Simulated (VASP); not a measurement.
Here is a VASP 6.6.1 calculation.

INCAR

```
SYSTEM = Mo
ALGO = Normal ; EDIFF = 1E-7
EDIFFG = -0.05 ; ENCUT = 500
GGA = PE ; GGA_COMPAT = .FALSE.
IBRION = 2 ; ISIF = 3
ISMEAR = 0 ; LASPH = .TRUE.
LCHARG = .FALSE. ; LREAL = .FALSE.
LWAVE = .FALSE. ; NELM = 120
NELMIN = 4 ; NSW = 100
PREC = Accurate ; SIGMA = 0.1
```

Contents of KPOINTS:

```
k-points
0
G
  8 8 8
  0 0 0
```

Contents of POSCAR:

```
Mo
1.0
   -1.5650000000      1.5650000000      1.5650000000
    1.5650000000     -1.5650000000      1.5650000000
    1.5650000000      1.5650000000     -1.5650000000
Mo
1
Direct
    0.0000000000      0.0000000000      0.0000000000
```

Potentials or basis: VASP PAW PBE potentials, release 64 (Mo_sv).

Run with:

```bash
$ cat potpaw_PBE.64/Mo_sv/POTCAR > POTCAR
$ mpirun -np 1 vasp_std > vasp.out
```

Question: What does it give for the relaxed cell?

Answer: a = 2.742 Å, b = 2.742 Å, c = 2.742 Å, α = 109.47°, β = 109.47°, γ = 109.47°.

Question: Predict the space group after relaxing (to 0.1 Å).

Answer: Im-3m (No. 229).

Question: What does it give for the band gap on the k mesh?

Answer: Zero (bands 7 and 8 overlap by 5.22 eV).

Final structure:
```xyz
1
Lattice="-1.5834 1.5834 1.5834 1.5834 -1.5834 1.5834 1.5834 1.5834 -1.5834" Properties=species:S:1:pos:R:3 pbc="T T T"
Mo    0.0000    0.0000    0.0000
```
